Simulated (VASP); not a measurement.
# In (C2/m) in VASP: further runs

The runs below take In through single point, with LDA.

Everything below comes from runs of VASP 6.6.1. Logs are shortened: lines on timing, memory, paths and dates and some standing lists are left out, and cuts for length are marked.

## Step 1: The cell of the first run

The structure is monoclinic, space group C2/m (No. 12). The conventional cell has a = 4.554 Å, b = 4.645 Å, c = 3.315 Å, α = 90.00°, β = 131.74°, γ = 90.00°. Within 4.3 Å of In (site symmetry 2/m) lie 12 In at 3.25 to 3.41 Å.

## Step 2: Single point, LDA (equal xy, yz and zx shear strains of -2 %)

The input, INCAR:

```
  ALGO = Normal
  EDIFF = 1E-7
  ENCUT = 520
  GGA = CA
  ISIF = 2
  ISMEAR = -1
  LASPH = T
  LCHARG = T
  LELF = T
  LREAL = F
  LVHAR = T
  LWAVE = F
  NBANDS = 12
  NELM = 80
  PREC = Accurate
  SIGMA = 0.05
```

The input, KPOINTS:

```
k-points
0
Gamma
  14 14 14
```

The input, POSCAR:

```
In
1.0
   -1.6671510000      1.6176720000      2.4739500000
    1.6176720000     -1.6671510000      2.4739500000
    1.6346280000      1.6346280000     -2.5064730000
In
1
Direct
    0.0000000000      0.0000000000      0.0000000000
```

Potentials or basis: VASP PAW LDA potentials, release 64 (In_d).

Run with:

```sh
cat potpaw_LDA.64/In_d/POTCAR > POTCAR
mpirun -np 1 vasp_std > vasp.out
```

OUTCAR:

```text
EDIFF = 1E-7
   ENCUT = 520
   GGA = CA
   ISIF = 2
   ISMEAR = -1
   LASPH = T
   LREAL = F
   NELM = 80
   PREC = Accurate

 ion  position               nearest neighbor table
   1  0.000  0.000  0.000-

  Warning from LATTYP: Got some problem with cell dimensions!
  Tried to take original basis but could not verify dimensions!
  LATTYP: Found a base centered monoclinic cell.
 ALAT       =     4.5539168681
 B/A-ratio  =     1.0200979445
 C/A-ratio  =     0.7278366462
 COS(beta)  =    -0.6657514815

  Lattice vectors:

 A1 = (  -3.2523000000,   0.0325230000,   0.0325230000)
 A2 = (   0.0325230000,  -3.2523000000,   0.0325230000)
 A3 = (   1.5851490000,   1.5851490000,   2.4414270000)

Analysis of symmetry for initial positions (statically):
=====================================================================
 Subroutine PRICEL returns:
 Original cell was already a primitive cell.

 Routine SETGRP: Setting up the symmetry group for a
 base centered monoclinic supercell.

 Subroutine GETGRP returns: Found  4 space group operations
 (whereof  4 operations were pure point group operations)
 out of a pool of  4 trial point group operations.

The static configuration has the point symmetry C_2h.

Analysis of symmetry for dynamics (positions and initial velocities):
=====================================================================
 Subroutine PRICEL returns:
 Original cell was already a primitive cell.

 Routine SETGRP: Setting up the symmetry group for a
 base centered monoclinic supercell.

 Subroutine GETGRP returns: Found  4 space group operations
 (whereof  4 operations were pure point group operations)
 out of a pool of  4 trial point group operations.

The dynamic configuration has the point symmetry C_2h.

 Subroutine INISYM returns: Found  4 space group operations
 (whereof  4 operations are pure point group operations),
 and found     1 'primitive' translations

----------------------------------------------------------------------------------------

                                     Primitive cell

  volume of cell :      26.1602

  direct lattice vectors                    reciprocal lattice vectors
    -1.667151000  1.617672000  2.473950000     0.005148319  0.309578726  0.205253214
     1.617672000 -1.667151000  2.473950000     0.309578726  0.005148319  0.205253214
     1.634628000  1.634628000 -2.506473000     0.310643272  0.310643272  0.006212865

  length of vectors
     3.393623986  3.393623986  3.409754287     0.371475941  0.371475941  0.439359857

  position of ions in fractional coordinates (direct lattice)
     0.000000000  0.000000000  0.000000000

  ion indices of the primitive-cell ions
   primitive index   ion index
                 1           1

----------------------------------------------------------------------------------------

 KPOINTS: k-points

Automatic generation of k-mesh.
 Grid dimensions read from file:
 generate k-points for:   14   14   14

 Generating k-lattice:

  Cartesian coordinates                     Fractional coordinates (reciprocal lattice)
     0.000367737  0.022112766  0.014660944     0.071428571  0.000000000  0.000000000
     0.022112766  0.000367737  0.014660944     0.000000000  0.071428571  0.000000000
     0.022188805  0.022188805  0.000443776    -0.000000000 -0.000000000  0.071428571

  Length of vectors
     0.026533996  0.026533996  0.031382847

  Shift w.r.t. Gamma in fractional coordinates (k-lattice)
     0.000000000  0.000000000  0.000000000

 Subroutine IBZKPT returns following result:
 ===========================================

 Found    744 irreducible k-points:

 Following reciprocal coordinates:
            Coordinates               Weight
  0.000000  0.000000  0.000000      1.000000
  0.071429  0.000000  0.000000      4.000000
  0.142857 -0.000000  0.000000      4.000000
  0.214286  0.000000  0.000000      4.000000
  0.285714  0.000000  0.000000      4.000000
  0.357143 -0.000000  0.000000      4.000000
[... 16 lines left out ...]
  0.214286  0.142857  0.000000      4.000000
  0.285714  0.142857  0.000000      4.000000
 [... further k-points ...]
   k-points           NKPTS =    744   k-points in BZ     NKDIM =    744   number of bands    NBANDS=     12
   number of dos      NEDOS =    301   number of ions     NIONS =      1
   total plane-waves  NPLWV =  21952
   dimension x,y,z NGX =    28 NGY =   28 NGZ =   28
   dimension x,y,z NGXF=    56 NGYF=   56 NGZF=   56
   ions per type =               1
   NGX,Y,Z   is equivalent  to a cutoff of  13.72, 13.72, 13.65 a.u.
   NGXF,Y,Z  is equivalent  to a cutoff of  27.43, 27.43, 27.30 a.u.
 SYSTEM =  unknown system
   PREC   = accura    normal or accurate (medium, high low for compatibility)
   ISTART =      0    job   : 0-new  1-cont  2-samecut
   ICHARG =      2    charge: 1-file 2-atom 10-const
   ISPIN  =      1    spin polarized calculation?
   LNONCOLLINEAR =      F non collinear calculations
   LSORBIT =      F    spin-orbit coupling
   LASPH  =      T    aspherical Exc in radial PAW
   ENCUT  =  520.0 eV  38.22 Ry    6.18 a.u.   6.31  6.31  6.34*2*pi/ulx,y,z
   NELM   =     80;   NELMIN=  2; NELMDL= -5     # of ELM steps
   EDIFF  = 0.1E-06   stopping-criterion for ELM
   LREAL  =      F    real-space projection
   EDIFFG = 0.1E-05   stopping-criterion for IOM
   NSW    =      0    number of steps for IOM
   IBRION =     -1    ionic relax: 0-MD 1-quasi-New 2-CG
   NFREE  =      0    steps in history (QN), initial steepest desc. (CG)
   ISIF   =      2    stress and relaxation
   ISYM   =      2    0-nonsym 1-usesym 2-fastsym
   POTIM  = 0.5000    time-step for ionic-motion
   TEBEG  =    0.0;   TEEND  =   0.0 temperature during run
   PSTRESS=    0.0 pullay stress
   NELECT =      13.0000    total number of electrons
   NUPDOWN=      -1.0000    fix difference up-down
   EMIN   =  10.00;   EMAX   =-10.00  energy-range for DOS
   EFERMI =   0.00;   METHOD = LEGACY
   ISMEAR =    -1;   SIGMA  =   0.05  broadening in eV -4-tet -1-fermi 0-gaus
   EFERMI_NEDOS =   21; number of points for ismear=-14 and -15
   IALGO  =     38    algorithm
   IMIX   =      4    mixing-type and parameters
     AMIX     =   0.40;   BMIX     =  1.00
     AMIX_MAG =   1.60;   BMIX_MAG =  1.00
  volume/ion in A,a.u.               =      26.16       176.54
  Fermi-wavevector in a.u.,A,eV,Ry     =   1.296708  2.450423 22.877550  1.681453
  Thomas-Fermi vector in A             =   2.428147
   LORBIT       =      0    0 simple, 1 ext, 2 COOP (PROOUT), +10 PAW based schemes
   GGA     = CA    functional components
   LHFCALC =     F    Hartree Fock is set to
   AEXX    =    0.0000 exact exchange contribution
   IVDW    =     0    specifies the selected vdW correction
   LEPSILON=     F    determine dielectric tensor
   LRPA    =     F    only Hartree local field effects (RPA)
 non-spin polarized calculation
  energy-cutoff  :      520.00
  volume of cell :       26.16
 maximum number of plane-waves:       720
 NGX is ok and might be reduce to    28
   NGX = 13   NGY = 13   NGZ = 13

 number of electron      13.0000002 magnetization

 Free energy of the ion-electron system (eV)
  ---------------------------------------------------
  ext. energy  EPLUGINS =         0.00000000
  ---------------------------------------------------
  free energy    TOTEN  =        -3.20783692 eV

  energy without entropy =       -3.20455848  energy(sigma->0) =       -3.20619770

 E-fermi :   7.2345     XC(G=0): -10.5271

 val. band max:        7.2331885385   @ k =  -0.4286  -0.4286   0.1429
 cond. band min:       7.2386597512   @ k =   0.3571   0.2857   0.4286
 fundamental gap:      0.0054712126
 Fermi energy:         7.2344663527

 k-point     1 :       0.0000    0.0000    0.0000
  band No.  band energies     occupation
      1      -7.4079      2.00000
      2      -7.3165      2.00000
      3      -7.2853      2.00000
      4      -7.2151      2.00000
      5      -7.1091      2.00000
      6      -2.3483      2.00000
      7      17.3252      0.00000
      8      17.5739      0.00000
      9      18.0954      0.00000
     10      19.0073      0.00000
     11      20.9343      0.00000
     12      21.2798      0.00000

 k-point     2 :       0.0714    0.0000    0.0000
  band No.  band energies     occupation
      1      -7.3989      2.00000
      2      -7.3096      2.00000
      3      -7.2825      2.00000
      4      -7.2152      2.00000
      5      -7.1130      2.00000
      6      -2.2344      2.00000
      7      16.6207      0.00000
      8      17.1316      0.00000
      9      17.5155      0.00000
     10      18.7235      0.00000
     11      21.2694      0.00000
     12      21.7038      0.00000

 k-point     3 :       0.1429   -0.0000    0.0000
  band No.  band energies     occupation
      1      -7.3802      2.00000
      2      -7.3036      2.00000
      3      -7.2665      2.00000
      4      -7.2073      2.00000
      5      -7.1209      2.00000
      6      -1.8902      2.00000
      7      14.2281      0.00000
      8      16.5600      0.00000
      9      17.1430      0.00000
     10      18.6100      0.00000
     11      20.8857      0.00000
     12      22.1357      0.00000
[... 286 lines left out ...]
 k-point    23 :       0.2143    0.1429    0.0000
  band No.  band energies     occupation
      1      -7.3528      2.00000
      2      -7.2920      2.00000
      3      -7.2394      2.00000
      4      -7.1876      2.00000
      5      -7.0789      2.00000
      6      -0.3794      2.00000
      7      10.5420      0.00000
      8      12.5890      0.00000
      9      16.0186      0.00000
     10      19.1116      0.00000
     11      19.7499      0.00000
     12      21.0210      0.00000

 k-point    24 :       0.2857    0.1429    0.0000
  band No.  band energies     occupation
      1      -7.3477      2.00000
      2      -7.3167      2.00000
      3      -7.2486      2.00000
      4      -7.1319      2.00000
      5      -7.0553      2.00000
      6       0.5977      2.00000
      7       8.3452      0.00000
      8      12.4014      0.00000
      9      15.1482      0.00000
     10      18.2288      0.00000
     11      19.7457      0.00000
     12      21.4802      0.00000

 [... further k-points ...]
[... 5 lines left out ...]
  --------------------------------------------------------------------------------------
  -------------------------------------------------------------------------------------
  Total       -0.4437807     -0.4437807     -0.4169941      0.0329458      0.0206186      0.0206186
  in kB      -27.1792892    -27.1792892    -25.5387463      2.0177583      1.2627821      1.2627838
  external PRESSURE =     -26.6324416 kB  Pullay stress =       0.0000000 kB

 VOLUME and BASIS-vectors are now :
 -----------------------------------------------------------------------------
  energy-cutoff  :      520.00
  volume of cell :       26.16
      direct lattice vectors                 reciprocal lattice vectors
    -1.667151000  1.617672000  2.473950000     0.005148319  0.309578726  0.205253214
     1.617672000 -1.667151000  2.473950000     0.309578726  0.005148319  0.205253214
     1.634628000  1.634628000 -2.506473000     0.310643272  0.310643272  0.006212865

 POSITION                                       TOTAL-FORCE (eV/Angst)
 -----------------------------------------------------------------------------------
      0.00000      0.00000      0.00000         0.000000     -0.000000      0.000000
 -----------------------------------------------------------------------------------
    total drift:                               -0.000000     -0.000000     -0.000000

  FREE ENERGIE OF THE ION-ELECTRON SYSTEM (eV)
  ---------------------------------------------------
  free  energy   TOTEN  =        -3.2078369179 eV

  energy  without entropy=       -3.2045584751  energy(sigma->0) =       -3.20619770
```

Wall time 3.7 min (1 thread of Intel Xeon 8259CL, shared host); peak memory 0.33 GiB.

What came out:

| Property | Result |
| --- | --- |
| Free energy | -3.2078 eV |
| Pressure | -2.7 GPa |
| Band gap on the k mesh | zero (an odd number of electrons rules out a gap without spin polarisation) |

Stress tensor (GPa, compression positive):
```
-2.72  0.20  0.13
 0.20 -2.72  0.13
 0.13  0.13 -2.55
```

Levels at points of the mesh, in eV from the Fermi level:
| k point | band 4 | band 5 | band 6 | band 7 | band 8 | band 9 |
| --- | --- | --- | --- | --- | --- | --- |
| (0.00, 0.00, 0.00) | -14.45 | -14.34 | -9.58 | 10.09 | 10.34 | 10.86 |
| (0.50, 0.00, 0.00) | -14.25 | -14.21 | -4.23 | -3.32 | 7.16 | 8.89 |
| (0.50, 0.50, 0.00) | -14.24 | -14.15 | -2.08 | -1.93 | 3.38 | 4.27 |
| (0.00, 0.00, 0.50) | -14.22 | -14.15 | -1.86 | -1.57 | 3.34 | 3.72 |
| (0.50, 0.00, 0.50) | -14.27 | -14.22 | -4.53 | -3.41 | 7.68 | 9.08 |
| (0.50, 0.50, 0.50) | -14.22 | -14.20 | -3.01 | -2.67 | 4.61 | 4.72 |

Caveat: the cell differs from its parent crystal (equal xy, yz and zx shear strains of -2 %); spin-orbit coupling is left out, which moves the levels of the heavy elements.

## Step 3: Single point, LDA (equal xy, yz and zx shear strains of -1 %)

The input, INCAR:

```
ALGO = Normal
EDIFF = 1E-7
ENCUT = 520
GGA = CA
ISIF = 2
ISMEAR = -1
LASPH = T
LCHARG = F
LREAL = F
LWAVE = F
NBANDS = 12
NELM = 60
PREC = Accurate
SIGMA = 0.05
```

KPOINTS is that of step 2.

The input, POSCAR:

```
In
1.0
   -1.6466505000      1.6219110000      2.4739500000
    1.6219110000     -1.6466505000      2.4739500000
    1.6303890000      1.6303890000     -2.4902115000
In
1
Direct
    0.0000000000      0.0000000000      0.0000000000
```

Potentials or basis: VASP PAW LDA potentials, release 64 (In_d).

Run with:

```sh
cat potpaw_LDA.64/In_d/POTCAR > POTCAR
mpirun -np 1 vasp_std > vasp.out
```

Wall time 4.2 min (1 thread of Intel Xeon 8259CL, shared host); peak memory 0.32 GiB.

The run converged. Its results:

| Item | Value |
| --- | --- |
| Free energy | -3.2082 eV |
| Pressure | -2.7 GPa |
| Band gap on the k mesh | zero (an odd number of electrons rules out a gap without spin polarisation) |

Stress tensor (GPa, compression positive):
```
-2.80  0.07  0.03
 0.07 -2.80  0.03
 0.03  0.03 -2.44
```

Levels at points of the mesh, in eV from the Fermi level:
| k point | band 3 | band 4 | band 5 | band 6 | band 7 | band 8 | band 9 | band 10 |
| --- | --- | --- | --- | --- | --- | --- | --- | --- |
| (0.00, 0.00, 0.00) | -14.54 | -14.46 | -14.35 | -9.59 | 10.26 | 10.38 | 10.67 | 11.69 |
| (0.50, 0.00, 0.00) | -14.52 | -14.26 | -14.22 | -4.31 | -3.35 | 7.28 | 8.94 | 11.15 |
| (0.50, 0.50, 0.00) | -14.26 | -14.25 | -14.16 | -2.03 | -1.85 | 3.44 | 4.03 | 7.07 |
| (0.00, 0.00, 0.50) | -14.26 | -14.24 | -14.16 | -1.92 | -1.67 | 3.39 | 3.80 | 6.99 |
| (0.50, 0.00, 0.50) | -14.53 | -14.27 | -14.23 | -4.46 | -3.40 | 7.55 | 9.06 | 11.23 |
| (0.50, 0.50, 0.50) | -14.25 | -14.22 | -14.21 | -3.02 | -2.68 | 4.62 | 4.68 | 8.23 |

Caveat: the cell differs from its parent crystal (equal xy, yz and zx shear strains of -1 %); spin-orbit coupling is left out, which moves the levels of the heavy elements.

## Step 4: Single point, LDA (equal xy, yz and zx shear strains of +1 %)

The input, INCAR:

```
SYSTEM = In
  PREC = Accurate
  ENCUT = 520
  EDIFF = 1E-7
  ISMEAR = -1
  SIGMA = 0.05
  LREAL = .FALSE.
  LASPH = .TRUE.
  NELM = 60
  ALGO = Normal
  ISIF = 2
  LWAVE = .FALSE.
  LCHARG = .FALSE.
  NBANDS = 12
```

The input, KPOINTS:

```
Automatic mesh
0
G
  14 14 14
  0 0 0
```

The input, POSCAR:

```
In
1.0
   -1.6056495000      1.6303890000      2.4739500000
    1.6303890000     -1.6056495000      2.4739500000
    1.6219110000      1.6219110000     -2.4576885000
In
1
Direct
    0.0000000000      0.0000000000      0.0000000000
```

Run with:

```sh
cat potpaw_LDA.64/In_d/POTCAR > POTCAR
mpirun -np 1 vasp_std > vasp.out
```

Wall time 4.1 min (1 thread of Intel Xeon 8259CL, shared host); peak memory 0.33 GiB.

It converged, with:

| Quantity | Value |
| --- | --- |
| Free energy | -3.2082 eV |
| Pressure | -2.7 GPa |
| Band gap on the k mesh | zero (an odd number of electrons rules out a gap without spin polarisation) |

Stress tensor (GPa, compression positive):
```
-2.81 -0.05 -0.02
-0.05 -2.81 -0.02
-0.02 -0.02 -2.42
```

Levels at points of the mesh, in eV from the Fermi level:
| k point | band 4 | band 5 | band 6 | band 7 | band 8 | band 9 |
| --- | --- | --- | --- | --- | --- | --- |
| (0.00, 0.00, 0.00) | -14.46 | -14.35 | -9.59 | 10.28 | 10.35 | 10.67 |
| (0.50, 0.00, 0.00) | -14.27 | -14.23 | -4.46 | -3.40 | 7.54 | 9.08 |
| (0.50, 0.50, 0.00) | -14.24 | -14.16 | -1.92 | -1.68 | 3.32 | 3.87 |
| (0.00, 0.00, 0.50) | -14.25 | -14.16 | -2.03 | -1.85 | 3.50 | 3.96 |
| (0.50, 0.00, 0.50) | -14.26 | -14.23 | -4.32 | -3.35 | 7.28 | 8.92 |
| (0.50, 0.50, 0.50) | -14.22 | -14.22 | -3.02 | -2.69 | 4.62 | 4.67 |

Caveat: the cell differs from its parent crystal (equal xy, yz and zx shear strains of +1 %); spin-orbit coupling is left out, which moves the levels of the heavy elements.

## Step 5: Single point, LDA (equal xy, yz and zx shear strains of +2 %)

The input, INCAR:

```
ALGO = Normal ; EDIFF = 1E-7
ENCUT = 520 ; GGA = CA
ISIF = 2 ; ISMEAR = -1
LASPH = True ; LCHARG = False
LREAL = False ; LWAVE = False
NBANDS = 12 ; NELM = 60
PREC = Accurate ; SIGMA = 0.05
```

The input, KPOINTS:

```
k-points
0
Gamma
  14 14 14
```

The input, POSCAR:

```
In
1.0
   -1.5851490000      1.6346280000      2.4739500000
    1.6346280000     -1.5851490000      2.4739500000
    1.6176720000      1.6176720000     -2.4414270000
In
1
Direct
    0.0000000000      0.0000000000      0.0000000000
```

Run with:

```sh
cat potpaw_LDA.64/In_d/POTCAR > POTCAR
mpirun -np 1 vasp_std > vasp.out
```

Wall time 3.8 min (1 thread of Intel Xeon 8259CL, shared host); peak memory 0.33 GiB.

It converged, with:

```
Free energy            : -3.2081 eV
Pressure               : -2.7 GPa
Band gap on the k mesh : zero (an odd number of electrons rules out a gap without spin polarisation)
```

Stress tensor (GPa, compression positive):
```
-2.74 -0.10 -0.03
-0.10 -2.74 -0.03
-0.03 -0.03 -2.50
```

Levels at points of the mesh, in eV from the Fermi level:
```
           k point  band 4  band 5  band 6  band 7  band 8  band 9
(0.00, 0.00, 0.00)  -14.45  -14.35   -9.59   10.13   10.29   10.87
(0.50, 0.00, 0.00)  -14.27  -14.22   -4.53   -3.42    7.68    9.16
(0.50, 0.50, 0.00)  -14.23  -14.15   -1.86   -1.59    3.13    3.95
(0.00, 0.00, 0.50)  -14.23  -14.15   -2.08   -1.92    3.58    4.06
(0.50, 0.00, 0.50)  -14.25  -14.22   -4.24   -3.32    7.16    8.82
(0.50, 0.50, 0.50)  -14.22  -14.20   -3.01   -2.68    4.61    4.71
```

Caveat: the cell differs from its parent crystal (equal xy, yz and zx shear strains of +2 %); spin-orbit coupling is left out, which moves the levels of the heavy elements.

## Step 6: Overview

| cell | gap on the mesh (eV) | pressure (GPa) |
| --- | --- | --- |
| a = 3.394, b = 3.394, c = 3.410 Å, angles 122.9, 122.9, 86.4°, 1 atom | none | -2.7 |
| a = 3.386, b = 3.386, c = 3.394 Å, angles 122.7, 122.7, 86.1°, 1 atom | none | -2.7 |
| a = 3.370, b = 3.370, c = 3.362 Å, angles 122.2, 122.2, 85.5°, 1 atom | none | -2.7 |
| a = 3.362, b = 3.362, c = 3.346 Å, angles 122.0, 122.0, 85.2°, 1 atom | none | -2.7 |

Alike in all rows: task single point; level LDA; potentials or basis VASP PAW LDA potentials, release 64 (In_d); no spin polarisation; k mesh 14 × 14 × 14; cutoff (eV) 520; smearing fermi-dirac 0.05 eV.

Caveats: spin-orbit coupling is left out, which moves the levels of the heavy elements.

Total energies depend on the potentials used, so only differences within one code and one set of settings carry meaning.
